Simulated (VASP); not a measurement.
# Se (P6_3/mmc) in VASP: further runs, part 2 of 2

VASP 6.6.1. Earlier steps stand in the parts before.

## 3. Single point, PBE (volume scaled by 0.84)

File INCAR:

```
SYSTEM = Se
ALGO = Normal
EDIFF = 1E-7
ENCUT = 520
GGA = PE
ISIF = 2
ISMEAR = -1
LASPH = .True.
LCHARG = .False.
LREAL = .False.
LWAVE = .False.
NBANDS = 13
NELM = 60
PREC = Accurate
SIGMA = 0.08
```

File KPOINTS:

```
k-points
0
Gamma
  14 14 8
  0 0 0
```

File POSCAR:

```
Se
1.0
    3.3703318823      0.0000000000      0.0000000000
   -1.6851659412      2.9187930292      0.0000000000
    0.0000000000      0.0000000000      3.8105209313
Se
2
Direct
    0.3333333333      0.6666666667      0.2500000000
    0.6666666667      0.3333333333      0.7500000000
```

Potentials or basis: VASP PAW PBE potentials, release 64 (Se).

Run with:

```
$ cat potpaw_PBE.64/Se/POTCAR > POTCAR
$ mpirun -np 1 vasp_std > vasp.out
```

OUTCAR:

```text
SYSTEM = Se
   EDIFF = 1E-7
   ENCUT = 520
   GGA = PE
   ISIF = 2
   ISMEAR = -1
   LASPH = .True.
   LREAL = .False.
   NELM = 60
   PREC = Accurate

 ion  position               nearest neighbor table
   1  0.333  0.667  0.250-   2 2.72   2 2.72   2 2.72   2 2.72   2 2.72   2 2.72
   2  0.667  0.333  0.750-   1 2.72   1 2.72   1 2.72   1 2.72   1 2.72   1 2.72

  LATTYP: Found a hexagonal cell.
 ALAT       =     3.3703318823
 C/A-ratio  =     1.1306070335

  Lattice vectors:

 A1 = (   3.3703318823,   0.0000000000,   0.0000000000)
 A2 = (  -1.6851659412,   2.9187930292,   0.0000000000)
 A3 = (   0.0000000000,   0.0000000000,   3.8105209313)

Analysis of symmetry for initial positions (statically):
=====================================================================
 Subroutine PRICEL returns:
 Original cell was already a primitive cell.

 Routine SETGRP: Setting up the symmetry group for a
 hexagonal supercell.

 Subroutine GETGRP returns: Found 24 space group operations
 (whereof 12 operations were pure point group operations)
 out of a pool of 24 trial point group operations.

The static configuration has the point symmetry D_3d.
 The point group associated with its full space group is D_6h.

Analysis of symmetry for dynamics (positions and initial velocities):
=====================================================================
 Subroutine PRICEL returns:
 Original cell was already a primitive cell.

 Routine SETGRP: Setting up the symmetry group for a
 hexagonal supercell.

 Subroutine GETGRP returns: Found 24 space group operations
 (whereof 12 operations were pure point group operations)
 out of a pool of 24 trial point group operations.

The dynamic configuration has the point symmetry D_3d.
 The point group associated with its full space group is D_6h.

 Subroutine INISYM returns: Found 24 space group operations
 (whereof 12 operations are pure point group operations),
 and found     1 'primitive' translations

----------------------------------------------------------------------------------------

                                     Primitive cell

  volume of cell :      37.4852

  direct lattice vectors                    reciprocal lattice vectors
     3.370331882  0.000000000  0.000000000     0.296706685  0.171303684  0.000000000
    -1.685165941  2.918793029  0.000000000     0.000000000  0.342607369  0.000000000
     0.000000000  0.000000000  3.810520931     0.000000000  0.000000000  0.262431310

  length of vectors
     3.370331882  3.370331882  3.810520931     0.342607369  0.342607369  0.262431310

  position of ions in fractional coordinates (direct lattice)
     0.333333333  0.666666667  0.250000000
     0.666666667  0.333333333  0.750000000

  ion indices of the primitive-cell ions
   primitive index   ion index
                 1           1
                 2           2

----------------------------------------------------------------------------------------

 KPOINTS: k-points

Automatic generation of k-mesh.
 Grid dimensions read from file:
 generate k-points for:   14   14    8

 Generating k-lattice:

  Cartesian coordinates                     Fractional coordinates (reciprocal lattice)
     0.021193335  0.012235977  0.000000000     0.071428571  0.000000000  0.000000000
     0.000000000  0.024471955  0.000000000     0.000000000  0.071428571  0.000000000
     0.000000000  0.000000000  0.032803914     0.000000000  0.000000000  0.125000000

  Length of vectors
     0.024471955  0.024471955  0.032803914

  Shift w.r.t. Gamma in fractional coordinates (k-lattice)
     0.000000000  0.000000000  0.000000000

 Subroutine IBZKPT returns following result:
 ===========================================

 Found    120 irreducible k-points:

 Following reciprocal coordinates:
            Coordinates               Weight
  0.000000  0.000000  0.000000      1.000000
  0.071429  0.000000  0.000000      6.000000
  0.142857  0.000000  0.000000      6.000000
  0.214286  0.000000  0.000000      6.000000
  0.285714  0.000000  0.000000      6.000000
  0.357143  0.000000  0.000000      6.000000
[... 16 lines left out ...]
  0.285714  0.285714  0.000000      6.000000
  0.357143  0.285714  0.000000      6.000000
 [... further k-points ...]
   k-points           NKPTS =    120   k-points in BZ     NKDIM =    120   number of bands    NBANDS=     13
   number of dos      NEDOS =    301   number of ions     NIONS =      2
   total plane-waves  NPLWV =  21952
   dimension x,y,z NGX =    28 NGY =   28 NGZ =   28
   dimension x,y,z NGXF=    56 NGYF=   56 NGZF=   56
   ions per type =               2
   NGX,Y,Z   is equivalent  to a cutoff of  13.81, 13.81, 12.22 a.u.
   NGXF,Y,Z  is equivalent  to a cutoff of  27.62, 27.62, 24.43 a.u.
 SYSTEM =  Se
   PREC   = accura    normal or accurate (medium, high low for compatibility)
   ISTART =      0    job   : 0-new  1-cont  2-samecut
   ICHARG =      2    charge: 1-file 2-atom 10-const
   ISPIN  =      1    spin polarized calculation?
   LNONCOLLINEAR =      F non collinear calculations
   LSORBIT =      F    spin-orbit coupling
   LASPH  =      T    aspherical Exc in radial PAW
   ENCUT  =  520.0 eV  38.22 Ry    6.18 a.u.   6.27  6.27  7.09*2*pi/ulx,y,z
   NELM   =     60;   NELMIN=  2; NELMDL= -5     # of ELM steps
   EDIFF  = 0.1E-06   stopping-criterion for ELM
   LREAL  =      F    real-space projection
   EDIFFG = 0.1E-05   stopping-criterion for IOM
   NSW    =      0    number of steps for IOM
   IBRION =     -1    ionic relax: 0-MD 1-quasi-New 2-CG
   NFREE  =      0    steps in history (QN), initial steepest desc. (CG)
   ISIF   =      2    stress and relaxation
   ISYM   =      2    0-nonsym 1-usesym 2-fastsym
   POTIM  = 0.5000    time-step for ionic-motion
   TEBEG  =    0.0;   TEEND  =   0.0 temperature during run
   PSTRESS=    0.0 pullay stress
   NELECT =      12.0000    total number of electrons
   NUPDOWN=      -1.0000    fix difference up-down
   EMIN   =  10.00;   EMAX   =-10.00  energy-range for DOS
   EFERMI =   0.00;   METHOD = LEGACY
   ISMEAR =    -1;   SIGMA  =   0.08  broadening in eV -4-tet -1-fermi 0-gaus
   EFERMI_NEDOS =   21; number of points for ismear=-14 and -15
   IALGO  =     38    algorithm
   IMIX   =      4    mixing-type and parameters
     AMIX     =   0.40;   BMIX     =  1.00
     AMIX_MAG =   1.60;   BMIX_MAG =  1.00
  volume/ion in A,a.u.               =      18.74       126.48
  Fermi-wavevector in a.u.,A,eV,Ry     =   1.119907  2.116317 17.064302  1.254191
  Thomas-Fermi vector in A             =   2.256549
   LORBIT       =      0    0 simple, 1 ext, 2 COOP (PROOUT), +10 PAW based schemes
   GGA     = PE    functional components
   LHFCALC =     F    Hartree Fock is set to
   AEXX    =    0.0000 exact exchange contribution
   IVDW    =     0    specifies the selected vdW correction
   LEPSILON=     F    determine dielectric tensor
   LRPA    =     F    only Hartree local field effects (RPA)
 non-spin polarized calculation
  energy-cutoff  :      520.00
  volume of cell :       37.49
 maximum number of plane-waves:      1022
 NGX is ok and might be reduce to    28
   NGX = 13   NGY = 13   NGZ = 15

 number of electron      12.0000001 magnetization

 Free energy of the ion-electron system (eV)
  ---------------------------------------------------
  ext. energy  EPLUGINS =         0.00000000
  ---------------------------------------------------
  free energy    TOTEN  =        -6.02673072 eV

  energy without entropy =       -6.00587441  energy(sigma->0) =       -6.01630257

 E-fermi :   6.8042     XC(G=0): -10.8676

 val. band max:        6.7960617189   @ k =   0.1429   0.0000   0.3750
 cond. band min:       6.8280025449   @ k =   0.1429   0.0714   0.1250
 fundamental gap:      0.0319408261
 Fermi energy:         6.8041753268

 k-point     1 :       0.0000    0.0000    0.0000
  band No.  band energies     occupation
      1     -10.6415      2.00000
      2      -3.3738      2.00000
      3       0.4575      2.00000
      4       4.7962      2.00000
      5       4.7962      2.00000
      6       8.1038      0.00000
      7       8.1038      0.00000
      8      10.7828      0.00000
      9      11.3126      0.00000
     10      14.9070      0.00000
     11      17.1462      0.00000
     12      17.1462      0.00000
     13      18.9294      0.00000
[... 353 lines left out ...]
 k-point    24 :       0.3571    0.2857    0.0000
  band No.  band energies     occupation
      1      -7.2100      2.00000
      2      -6.6315      2.00000
      3      -0.1424      2.00000
      4       4.1228      2.00000
      5       4.4738      2.00000
      6       4.8211      2.00000
      7       5.0928      2.00000
      8       7.6945      0.00003
      9      12.8336      0.00000
     10      14.6454      0.00000
     11      16.5645      0.00000
     12      16.9579      0.00000
     13      23.3710      0.00000

 [... further k-points ...]
[... 5 lines left out ...]
  --------------------------------------------------------------------------------------
  -------------------------------------------------------------------------------------
  Total        3.3003068      3.3003068      3.3146604     -0.0000000     -0.0000000      0.0000000
  in kB      141.0602260    141.0602260    141.6737224     -0.0000000     -0.0000000      0.0000000
  external PRESSURE =     141.2647248 kB  Pullay stress =       0.0000000 kB

 VOLUME and BASIS-vectors are now :
 -----------------------------------------------------------------------------
  energy-cutoff  :      520.00
  volume of cell :       37.49
      direct lattice vectors                 reciprocal lattice vectors
     3.370331882  0.000000000  0.000000000     0.296706685  0.171303684  0.000000000
    -1.685165941  2.918793029  0.000000000     0.000000000  0.342607369  0.000000000
     0.000000000  0.000000000  3.810520931     0.000000000  0.000000000  0.262431310

 POSITION                                       TOTAL-FORCE (eV/Angst)
 -----------------------------------------------------------------------------------
     -0.00000      1.94586      0.95263         0.000000     -0.000000      0.000000
      1.68517      0.97293      2.85789        -0.000000      0.000000      0.000000
 -----------------------------------------------------------------------------------
    total drift:                               -0.000000      0.000000      0.000000

  FREE ENERGIE OF THE ION-ELECTRON SYSTEM (eV)
  ---------------------------------------------------
  free  energy   TOTEN  =        -6.0267307197 eV

  energy  without entropy=       -6.0058744110  energy(sigma->0) =       -6.01630257
```

OSZICAR:

```text
N       E                     dE             d eps       ncg     rms          rms(c)
DAV:   1     0.479747721964E+02    0.47975E+02   -0.53026E+03  3128   0.800E+02
DAV:   2    -0.363604362796E+01   -0.51611E+02   -0.49161E+02  4248   0.138E+02
DAV:   3    -0.601170112866E+01   -0.23757E+01   -0.23547E+01  3995   0.310E+01
DAV:   4    -0.602262838409E+01   -0.10927E-01   -0.10925E-01  3630   0.241E+00
DAV:   5    -0.602266355458E+01   -0.35170E-04   -0.35170E-04  4020   0.135E-01    0.638E+00
DAV:   6    -0.602484189682E+01   -0.21783E-02   -0.12194E-03  3710   0.268E-01    0.383E+00
DAV:   7    -0.602668481444E+01   -0.18429E-02   -0.28398E-03  3725   0.413E-01    0.484E-02
DAV:   8    -0.602672364106E+01   -0.38827E-04   -0.57946E-05  3956   0.504E-02    0.167E-02
DAV:   9    -0.602673050284E+01   -0.68618E-05   -0.76284E-06  3901   0.197E-02    0.311E-03
DAV:  10    -0.602673074182E+01   -0.23898E-06   -0.36608E-07  3755   0.387E-03    0.130E-03
DAV:  11    -0.602673071973E+01    0.22092E-07   -0.17364E-08  2285   0.997E-04
   1 F= -.60267307E+01 E0= -.60163026E+01  d E =-.208563E-01
```

Wall time 26 s (1 thread of AMD EPYC 9R14 (Zen 4), shared host); peak memory 0.15 GiB.

What came out:

- Free energy: -6.0267 eV
- Pressure: 14.1 GPa
- Band gap on the k mesh: zero (band 6 reaches 8.10 eV, above the bottom of band 7 at 5.09 eV)

## 4. Single point, PBE (volume scaled by 0.84)

File INCAR:

```
  PREC = Accurate
  ENCUT = 520
  EDIFF = 1E-7
  ISMEAR = -1
  SIGMA = 0.08
  LREAL = False
  LASPH = True
  NELM = 80
  ALGO = Normal
  ISIF = 2
  LWAVE = False
  LCHARG = False
  GGA = PE
  NBANDS = 13
```

File KPOINTS:

```
Automatic mesh
0
Gamma
  14 14 8
```

POSCAR is that of step 3.

Potentials or basis: VASP PAW PBE potentials, release 64 (Se).

Run with:

```
$ cat potpaw_PBE.64/Se/POTCAR > POTCAR
$ mpirun -np 1 vasp_std > vasp.out
```

OUTCAR:

```text
PREC = Accurate
   ENCUT = 520
   EDIFF = 1E-7
   ISMEAR = -1
   LREAL = False
   LASPH = True
   NELM = 80
   ISIF = 2
   GGA = PE

 ion  position               nearest neighbor table
   1  0.333  0.667  0.250-   2 2.72   2 2.72   2 2.72   2 2.72   2 2.72   2 2.72
   2  0.667  0.333  0.750-   1 2.72   1 2.72   1 2.72   1 2.72   1 2.72   1 2.72

  LATTYP: Found a hexagonal cell.
 ALAT       =     3.3703318823
 C/A-ratio  =     1.1306070335

  Lattice vectors:

 A1 = (   3.3703318823,   0.0000000000,   0.0000000000)
 A2 = (  -1.6851659412,   2.9187930292,   0.0000000000)
 A3 = (   0.0000000000,   0.0000000000,   3.8105209313)

Analysis of symmetry for initial positions (statically):
=====================================================================
 Subroutine PRICEL returns:
 Original cell was already a primitive cell.

 Routine SETGRP: Setting up the symmetry group for a
 hexagonal supercell.

 Subroutine GETGRP returns: Found 24 space group operations
 (whereof 12 operations were pure point group operations)
 out of a pool of 24 trial point group operations.

The static configuration has the point symmetry D_3d.
 The point group associated with its full space group is D_6h.

Analysis of symmetry for dynamics (positions and initial velocities):
=====================================================================
 Subroutine PRICEL returns:
 Original cell was already a primitive cell.

 Routine SETGRP: Setting up the symmetry group for a
 hexagonal supercell.

 Subroutine GETGRP returns: Found 24 space group operations
 (whereof 12 operations were pure point group operations)
 out of a pool of 24 trial point group operations.

The dynamic configuration has the point symmetry D_3d.
 The point group associated with its full space group is D_6h.

 Subroutine INISYM returns: Found 24 space group operations
 (whereof 12 operations are pure point group operations),
 and found     1 'primitive' translations

[... 116 lines left out ...]
  Fermi-wavevector in a.u.,A,eV,Ry     =   1.119907  2.116317 17.064302  1.254191
  Thomas-Fermi vector in A             =   2.256549
   LORBIT       =      0    0 simple, 1 ext, 2 COOP (PROOUT), +10 PAW based schemes
   GGA     = PE    functional components
   LHFCALC =     F    Hartree Fock is set to
   AEXX    =    0.0000 exact exchange contribution
   IVDW    =     0    specifies the selected vdW correction
   LEPSILON=     F    determine dielectric tensor
   LRPA    =     F    only Hartree local field effects (RPA)
 non-spin polarized calculation
  energy-cutoff  :      520.00
  volume of cell :       37.49
 maximum number of plane-waves:      1022
 NGX is ok and might be reduce to    28
   NGX = 13   NGY = 13   NGZ = 15

 number of electron      12.0000001 magnetization

 Free energy of the ion-electron system (eV)
  ---------------------------------------------------
  ext. energy  EPLUGINS =         0.00000000
  ---------------------------------------------------
  free energy    TOTEN  =        -6.02673072 eV

  energy without entropy =       -6.00587441  energy(sigma->0) =       -6.01630257

 E-fermi :   6.8042     XC(G=0): -10.8676

 val. band max:        6.7960617189   @ k =   0.1429   0.0000   0.3750
 cond. band min:       6.8280025449   @ k =   0.1429   0.0714   0.1250
 fundamental gap:      0.0319408261
 Fermi energy:         6.8041753268

 k-point     1 :       0.0000    0.0000    0.0000
  band No.  band energies     occupation
      1     -10.6415      2.00000
      2      -3.3738      2.00000
      3       0.4575      2.00000
      4       4.7962      2.00000
      5       4.7962      2.00000
      6       8.1038      0.00000
      7       8.1038      0.00000
      8      10.7828      0.00000
      9      11.3126      0.00000
     10      14.9070      0.00000
     11      17.1462      0.00000
     12      17.1462      0.00000
     13      18.9294      0.00000
[... 354 lines left out ...]
  band No.  band energies     occupation
      1      -7.2100      2.00000
      2      -6.6315      2.00000
      3      -0.1424      2.00000
      4       4.1228      2.00000
      5       4.4738      2.00000
      6       4.8211      2.00000
      7       5.0928      2.00000
      8       7.6945      0.00003
      9      12.8336      0.00000
     10      14.6454      0.00000
     11      16.5645      0.00000
     12      16.9579      0.00000
     13      23.3710      0.00000

 [... further k-points ...]
[... 5 lines left out ...]
  --------------------------------------------------------------------------------------
  -------------------------------------------------------------------------------------
  Total        3.3003068      3.3003068      3.3146604     -0.0000000     -0.0000000      0.0000000
  in kB      141.0602260    141.0602260    141.6737224     -0.0000000     -0.0000000      0.0000000
  external PRESSURE =     141.2647248 kB  Pullay stress =       0.0000000 kB

 VOLUME and BASIS-vectors are now :
 -----------------------------------------------------------------------------
  energy-cutoff  :      520.00
  volume of cell :       37.49
      direct lattice vectors                 reciprocal lattice vectors
     3.370331882  0.000000000  0.000000000     0.296706685  0.171303684  0.000000000
    -1.685165941  2.918793029  0.000000000     0.000000000  0.342607369  0.000000000
     0.000000000  0.000000000  3.810520931     0.000000000  0.000000000  0.262431310

 POSITION                                       TOTAL-FORCE (eV/Angst)
 -----------------------------------------------------------------------------------
     -0.00000      1.94586      0.95263         0.000000     -0.000000      0.000000
      1.68517      0.97293      2.85789        -0.000000      0.000000      0.000000
 -----------------------------------------------------------------------------------
    total drift:                               -0.000000      0.000000      0.000000

  FREE ENERGIE OF THE ION-ELECTRON SYSTEM (eV)
  ---------------------------------------------------
  free  energy   TOTEN  =        -6.0267307197 eV

  energy  without entropy=       -6.0058744110  energy(sigma->0) =       -6.01630257
```

stdout:

```text
POSCAR found type information on POSCAR Se
 POSCAR found :  1 types and       2 ions
 scaLAPACK will be used
 LDA part: xc-table for (Slater+PW92), standard interpolation
 POSCAR, INCAR and KPOINTS ok, starting setup
 FFT: planning ... GRIDC
 FFT: planning ... GRID_SOFT
 FFT: planning ... GRID
 WAVECAR not read
 entering main loop
```

Wall time 26 s (1 thread of AMD EPYC 9R14 (Zen 4), shared host); peak memory 0.15 GiB.

What came out:

* Free energy: -6.0267 eV
* Pressure: 14.1 GPa
* Band gap on the k mesh: zero (band 6 reaches 8.10 eV, above the bottom of band 7 at 5.09 eV)

Levels at points of the mesh, in eV from the Fermi level:
```
           k point  band 2  band 3  band 4  band 5  band 6  band 7  band 8  band 9  band 10  band 11
(0.00, 0.00, 0.00)  -10.18   -6.35   -2.01   -2.01    1.30    1.30    3.98    4.51     8.10    10.34
(0.50, 0.00, 0.00)  -12.84   -4.93   -4.10   -3.66   -1.50   -1.10    2.68    3.43     9.58     9.64
(0.00, 0.00, 0.50)  -15.13   -0.39   -0.39   -0.27   -0.27   -0.27   -0.27    8.43     8.43     8.43
(0.50, 0.00, 0.50)  -13.33   -7.47   -7.47   -1.76   -1.76    1.22    1.22    8.95     8.95    13.43
```
